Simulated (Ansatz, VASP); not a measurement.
**C in VASP and in Ansatz**

```
C
1.0
     0.00000    1.76605    1.76605
     1.76605    0.00000    1.76605
     1.76605    1.76605    0.00000
C
2
Direct
  0.50000 0.50000 0.50000
  0.75000 0.75000 0.75000
```

Alike in both runs: functional LDA; k mesh 10 × 10 × 10; occupations gaussian, width 0.1 eV; no spin polarisation.

Ansatz relaxed the structure, and its values are those at the end. VASP's run is a single point on that final structure, the one shown.

```csv
,VASP,Ansatz
version,VASP 6.6.1,Ansatz 0.2.0
potentials or method,"VASP PAW LDA potentials, release 64 (C), cutoff 600 eV","scalar-relativistic, plane waves, PAW"
valence electrons in the cell,8,8
```

```csv
,VASP,Ansatz,Ansatz less VASP
gap on the k mesh at the Fermi level (eV),4.20,4.21,+0.003
least direct gap on the mesh (eV),5.63,5.62,-0.003
pressure (GPa),0.7,-0.1,-0.83
```

LDA's correlation is that of Perdew and Zunger in VASP and of Perdew and Wang (1992) in Ansatz.
